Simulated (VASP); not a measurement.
# PbS (Amm2) in VASP: single point with PBEsol

Aim: the single point of PbS with PBEsol.

Program: VASP 6.6.1. These are calculated values, not measurements. Logs are shortened: lines on timing, memory, paths and dates and some standing lists are left out, and cuts for length are marked.

### 1 The cell of the first run

Symmetry: Amm2, No. 38, orthorhombic system. Conventional cell: a = 4.125 Å, b = 4.070 Å, c = 11.537 Å, α = 90.00°, β = 90.00°, γ = 90.00°. Within 3.9 Å of Pb (site symmetry mm2) lie 7 S at 3.00 to 3.30 Å and 2 Pb at 3.35 Å. Pb (site symmetry mm2) has 5 S at 2.36 to 2.90 Å within 3.1 Å. Within 3.8 Å of S (site symmetry mm2) lie 7 Pb at 2.90 to 3.30 Å and 4 S at 3.77 Å. S (site symmetry mm2) has 5 Pb at 2.36 to 3.00 Å within 3.1 Å.

### 2 Single point, PBEsol (strained and its atoms moved)

File INCAR:

```
ALGO = Normal
EDIFF = 1E-7
ENCUT = 520
GGA = PS
ISIF = 2
ISMEAR = 0
LASPH = True
LCHARG = False
LREAL = False
LWAVE = False
NBANDS = 28
NELM = 100
PREC = Accurate
SIGMA = 0.02
```

File KPOINTS:

```
k-points
0
Gamma
  8 8 6
```

File POSCAR:

```
PbS
1.0
    2.0349009196     -5.7683607087      0.0000000000
    2.0349009196      5.7683607087      0.0000000000
    0.0000000000      0.0000000000      4.1248374541
Pb S
2 2
Direct
    0.9029575717      0.0970424283      0.7500000000
    0.1321089495      0.8678910505      0.2500000000
    0.6280485301      0.3719514699      0.7500000000
    0.3368849488      0.6631150512      0.2500000000
```

Potentials or basis: VASP PAW PBE potentials, release 64 (Pb_d, S).

Run with:

```sh
cat potpaw_PBE.64/Pb_d/POTCAR potpaw_PBE.64/S/POTCAR > POTCAR
mpirun -np 1 vasp_std > vasp.out
```

OUTCAR:

```text
EDIFF = 1E-7
   ENCUT = 520
   GGA = PS
   ISIF = 2
   ISMEAR = 0
   LASPH = True
   LREAL = False
   NELM = 100
   PREC = Accurate

 ion  position               nearest neighbor table
   1  0.903  0.097  0.750-   4 3.00   4 3.00   4 3.00   4 3.00   3 3.17   3 3.30   3 3.30   2 3.35
                             2 3.35
   2  0.132  0.868  0.250-   4 2.36   3 2.90   3 2.90   3 2.90   3 2.90   1 3.35   1 3.35
   3  0.628  0.372  0.750-   2 2.90   2 2.90   2 2.90   2 2.90   1 3.17   1 3.30   1 3.30
   4  0.337  0.663  0.250-   2 2.36   1 3.00   1 3.00   1 3.00   1 3.00

  LATTYP: Found a base centered orthorhombic cell.
 ALAT       =     4.0698018392
 B/A-ratio  =     2.8347133038
 C/A-ratio  =     1.0135229225

  Lattice vectors:

 A1 = (   2.0349009196,  -5.7683607087,   0.0000000000)
 A2 = (   2.0349009196,   5.7683607087,   0.0000000000)
 A3 = (   0.0000000000,   0.0000000000,   4.1248374541)

Analysis of symmetry for initial positions (statically):
=====================================================================
 Subroutine PRICEL returns:
 Original cell was already a primitive cell.

 Routine SETGRP: Setting up the symmetry group for a
 base centered orthorhombic supercell.

 Subroutine GETGRP returns: Found  4 space group operations
 (whereof  2 operations were pure point group operations)
 out of a pool of  8 trial point group operations.

The static configuration has the point symmetry C_1h.
 The point group associated with its full space group is C_2v.

Analysis of symmetry for dynamics (positions and initial velocities):
=====================================================================
 Subroutine PRICEL returns:
 Original cell was already a primitive cell.

 Routine SETGRP: Setting up the symmetry group for a
 base centered orthorhombic supercell.

 Subroutine GETGRP returns: Found  4 space group operations
 (whereof  2 operations were pure point group operations)
 out of a pool of  8 trial point group operations.

The dynamic configuration has the point symmetry C_1h.
 The point group associated with its full space group is C_2v.

 Subroutine INISYM returns: Found  4 space group operations
 (whereof  2 operations are pure point group operations),
 and found     1 'primitive' translations

----------------------------------------------------------------------------------------

                                     Primitive cell

  volume of cell :      96.8350

  direct lattice vectors                    reciprocal lattice vectors
     2.034900920 -5.768360709  0.000000000     0.245712209 -0.086679739  0.000000000
     2.034900920  5.768360709  0.000000000     0.245712209  0.086679739  0.000000000
     0.000000000  0.000000000  4.124837454     0.000000000  0.000000000  0.242433796

  length of vectors
     6.116764424  6.116764424  4.124837454     0.260553002  0.260553002  0.242433796

  position of ions in fractional coordinates (direct lattice)
     0.902957572  0.097042428  0.750000000
     0.132108950  0.867891050  0.250000000
     0.628048530  0.371951470  0.750000000
     0.336884949  0.663115051  0.250000000

  ion indices of the primitive-cell ions
   primitive index   ion index
                 1           1
                 2           2
                 3           3
                 4           4

----------------------------------------------------------------------------------------

 KPOINTS: k-points

Automatic generation of k-mesh.
 Grid dimensions read from file:
 generate k-points for:    8    8    6

 Generating k-lattice:

  Cartesian coordinates                     Fractional coordinates (reciprocal lattice)
     0.030714026 -0.010834967  0.000000000     0.125000000 -0.000000000  0.000000000
     0.030714026  0.010834967  0.000000000    -0.000000000  0.125000000  0.000000000
     0.000000000  0.000000000  0.040405633     0.000000000  0.000000000  0.166666667

  Length of vectors
     0.032569125  0.032569125  0.040405633

  Shift w.r.t. Gamma in fractional coordinates (k-lattice)
     0.000000000  0.000000000  0.000000000

 Subroutine IBZKPT returns following result:
 ===========================================

 Found     84 irreducible k-points:

 Following reciprocal coordinates:
            Coordinates               Weight
  0.000000  0.000000  0.000000      1.000000
  0.125000  0.000000  0.000000      4.000000
  0.250000  0.000000  0.000000      4.000000
  0.375000  0.000000  0.000000      4.000000
  0.500000  0.000000  0.000000      2.000000
  0.125000  0.125000  0.000000      2.000000
[... 16 lines left out ...]
  0.125000  0.000000  0.166667      8.000000
  0.250000  0.000000  0.166667      8.000000
 [... further k-points ...]
   k-points           NKPTS =     84   k-points in BZ     NKDIM =     84   number of bands    NBANDS=     28
   number of dos      NEDOS =    301   number of ions     NIONS =      4
   total plane-waves  NPLWV =  73728
   dimension x,y,z NGX =    48 NGY =   48 NGZ =   32
   dimension x,y,z NGXF=    96 NGYF=   96 NGZF=   64
   ions per type =               2   2
   NGX,Y,Z   is equivalent  to a cutoff of  13.05, 13.05, 12.90 a.u.
   NGXF,Y,Z  is equivalent  to a cutoff of  26.09, 26.09, 25.79 a.u.
 SYSTEM =  unknown system
   PREC   = accura    normal or accurate (medium, high low for compatibility)
   ISTART =      0    job   : 0-new  1-cont  2-samecut
   ICHARG =      2    charge: 1-file 2-atom 10-const
   ISPIN  =      1    spin polarized calculation?
   LNONCOLLINEAR =      F non collinear calculations
   LSORBIT =      F    spin-orbit coupling
   LASPH  =      T    aspherical Exc in radial PAW
   ENCUT  =  520.0 eV  38.22 Ry    6.18 a.u.  11.37 11.37  7.67*2*pi/ulx,y,z
   NELM   =    100;   NELMIN=  2; NELMDL= -5     # of ELM steps
   EDIFF  = 0.1E-06   stopping-criterion for ELM
   LREAL  =      F    real-space projection
   EDIFFG = 0.1E-05   stopping-criterion for IOM
   NSW    =      0    number of steps for IOM
   IBRION =     -1    ionic relax: 0-MD 1-quasi-New 2-CG
   NFREE  =      0    steps in history (QN), initial steepest desc. (CG)
   ISIF   =      2    stress and relaxation
   ISYM   =      2    0-nonsym 1-usesym 2-fastsym
   POTIM  = 0.5000    time-step for ionic-motion
   TEBEG  =    0.0;   TEEND  =   0.0 temperature during run
   PSTRESS=    0.0 pullay stress
   NELECT =      40.0000    total number of electrons
   NUPDOWN=      -1.0000    fix difference up-down
   EMIN   =  10.00;   EMAX   =-10.00  energy-range for DOS
   EFERMI =   0.00;   METHOD = LEGACY
   ISMEAR =     0;   SIGMA  =   0.02  broadening in eV -4-tet -1-fermi 0-gaus
   EFERMI_NEDOS =   21; number of points for ismear=-14 and -15
   IALGO  =     38    algorithm
   IMIX   =      4    mixing-type and parameters
     AMIX     =   0.40;   BMIX     =  1.00
     AMIX_MAG =   1.60;   BMIX_MAG =  1.00
  volume/ion in A,a.u.               =      24.21       163.37
  Fermi-wavevector in a.u.,A,eV,Ry     =   1.219225  2.304002 20.225203  1.486510
  Thomas-Fermi vector in A             =   2.354485
   LORBIT       =      0    0 simple, 1 ext, 2 COOP (PROOUT), +10 PAW based schemes
   GGA     = PS    functional components
   LHFCALC =     F    Hartree Fock is set to
   AEXX    =    0.0000 exact exchange contribution
   IVDW    =     0    specifies the selected vdW correction
   LEPSILON=     F    determine dielectric tensor
   LRPA    =     F    only Hartree local field effects (RPA)
 non-spin polarized calculation
 Gauss-broadening in eV      SIGMA  =   0.02
  energy-cutoff  :      520.00
  volume of cell :       96.84
 maximum number of plane-waves:      2640
 NGX is ok and might be reduce to    48
   NGX = 23   NGY = 23   NGZ = 15

 number of electron      39.9999995 magnetization

 Free energy of the ion-electron system (eV)
  ---------------------------------------------------
  ext. energy  EPLUGINS =         0.00000000
  ---------------------------------------------------
  free energy    TOTEN  =       -18.24228034 eV

  energy without entropy =      -18.24228034  energy(sigma->0) =      -18.24228034

 E-fermi :   6.4759     XC(G=0): -10.2662

 val. band max:        6.3192169012   @ k =   0.0000   0.0000   0.5000
 cond. band min:       6.7577640253   @ k =   0.5000   0.5000   0.3333
 fundamental gap:      0.4385471241
 Fermi energy:         6.4758754979

 k-point     1 :       0.0000    0.0000    0.0000
  band No.  band energies     occupation
      1     -10.7861      2.00000
      2     -10.7384      2.00000
      3     -10.7307      2.00000
      4     -10.6747      2.00000
      5     -10.6641      2.00000
      6     -10.5217      2.00000
[... 20 lines left out ...]
     27      12.4104      0.00000
     28      13.1371      0.00000

 k-point     2 :       0.1250    0.0000    0.0000
  band No.  band energies     occupation
      1     -10.7804      2.00000
      2     -10.7369      2.00000
      3     -10.7218      2.00000
      4     -10.6813      2.00000
      5     -10.6687      2.00000
      6     -10.5157      2.00000
[... 20 lines left out ...]
     27      12.7083      0.00000
     28      13.1457      0.00000

 k-point     3 :       0.2500    0.0000    0.0000
  band No.  band energies     occupation
      1     -10.7663      2.00000
      2     -10.7334      2.00000
      3     -10.7033      2.00000
      4     -10.6937      2.00000
      5     -10.6799      2.00000
      6     -10.5025      2.00000
[... 20 lines left out ...]
     27      12.9417      0.00000
     28      13.7909      0.00000

 k-point     4 :       0.3750    0.0000    0.0000
  band No.  band energies     occupation
      1     -10.7503      2.00000
      2     -10.7298      2.00000
      3     -10.7149      2.00000
      4     -10.6913      2.00000
      5     -10.6776      2.00000
      6     -10.4906      2.00000
[... 20 lines left out ...]
     27      13.7320      0.00000
     28      14.0478      0.00000

 k-point     5 :       0.5000    0.0000    0.0000
  band No.  band energies     occupation
      1     -10.7406      2.00000
      2     -10.7282      2.00000
      3     -10.7245      2.00000
      4     -10.6960      2.00000
      5     -10.6691      2.00000
      6     -10.4859      2.00000
[... 20 lines left out ...]
     27      13.7785      0.00000
     28      14.5419      0.00000

 k-point     6 :       0.1250    0.1250    0.0000
  band No.  band energies     occupation
      1     -10.7700      2.00000
      2     -10.7349      2.00000
      3     -10.6995      2.00000
      4     -10.6957      2.00000
      5     -10.6797      2.00000
      6     -10.5025      2.00000
[... 463 lines left out ...]
      5     -10.6649      2.00000
      6     -10.5230      2.00000
[... 20 lines left out ...]
     27      13.2649      0.00000
     28      13.7425      0.00000

 k-point    22 :       0.0000    0.0000    0.1667
  band No.  band energies     occupation
      1     -10.7659      2.00000
      2     -10.7393      2.00000
      3     -10.7252      2.00000
      4     -10.6755      2.00000
      5     -10.6718      2.00000
      6     -10.5203      2.00000
[... 20 lines left out ...]
     27      12.6673      0.00000
     28      13.3077      0.00000

 k-point    23 :       0.1250    0.0000    0.1667
  band No.  band energies     occupation
      1     -10.7628      2.00000
      2     -10.7381      2.00000
      3     -10.7168      2.00000
      4     -10.6831      2.00000
      5     -10.6771      2.00000
      6     -10.5116      2.00000
[... 20 lines left out ...]
     27      12.9980      0.00000
     28      13.6231      0.00000

 k-point    24 :       0.2500    0.0000    0.1667
  band No.  band energies     occupation
      1     -10.7569      2.00000
      2     -10.7350      2.00000
      3     -10.7037      2.00000
      4     -10.6929      2.00000
      5     -10.6885      2.00000
      6     -10.4931      2.00000
[... 20 lines left out ...]
     27      13.5029      0.00000
     28      13.9547      0.00000

 [... further k-points ...]

------------------------ aborting loop because EDIFF is reached ----------------------------------------

  FORCE on cell =-STRESS in cart. coord.  units (eV):
  Direction    XX          YY          ZZ          XY          YZ          ZX
  --------------------------------------------------------------------------------------
  -------------------------------------------------------------------------------------
  Total        0.1610711      4.8309782      1.2980042      0.0000000      0.0000000      0.0000000
  in kB        2.6649902     79.9306131     21.4760384      0.0000000      0.0000000      0.0000000
  external PRESSURE =      34.6905472 kB  Pullay stress =       0.0000000 kB

 VOLUME and BASIS-vectors are now :
 -----------------------------------------------------------------------------
  energy-cutoff  :      520.00
  volume of cell :       96.84
      direct lattice vectors                 reciprocal lattice vectors
     2.034900920 -5.768360709  0.000000000     0.245712209 -0.086679739  0.000000000
     2.034900920  5.768360709  0.000000000     0.245712209  0.086679739  0.000000000
     0.000000000  0.000000000  4.124837454     0.000000000  0.000000000  0.242433796

 POSITION                                       TOTAL-FORCE (eV/Angst)
 -----------------------------------------------------------------------------------
      2.03490     -4.64881      3.09363         0.000000      0.575843      0.000000
      2.03490      4.24426      1.03121         0.000000      2.178193      0.000000
      2.03490     -1.47726      3.09363         0.000000     -0.099262      0.000000
      2.03490      1.88181      1.03121         0.000000     -2.654775      0.000000
 -----------------------------------------------------------------------------------
    total drift:                               -0.000000      0.000690      0.000000

  FREE ENERGIE OF THE ION-ELECTRON SYSTEM (eV)
  ---------------------------------------------------
  free  energy   TOTEN  =       -18.2422803437 eV

  energy  without entropy=      -18.2422803437  energy(sigma->0) =      -18.24228034
```

Run time: 3 min. Hardware: 1 thread of Intel Xeon 6975P-C (Granite Rapids), shared host; peak memory 0.37 GiB.

What came out:

* Free energy: -18.2423 eV
* Pressure: 3.5 GPa
* Largest force: 2.655 eV/Å
* Band gap on the k mesh: 0.44 eV, indirect (least direct gap 0.65 eV)

Forces in eV/Å, atoms in the order of the input:
```
Pb   0.000  0.576  0.000
Pb   0.000  2.178  0.000
S    0.000 -0.099  0.000
S    0.000 -2.655  0.000
```

Stress tensor (GPa, compression positive):
```
0.27 0.00 0.00
0.00 7.99 0.00
0.00 0.00 2.15
```

Caveat: the cell differs from its parent crystal (strained and its atoms moved); the PAW data sets were made with another functional, which shifts forces and pressure a little; spin-orbit coupling is left out, which moves the levels of the heavy elements. A k mesh can miss the band edges.
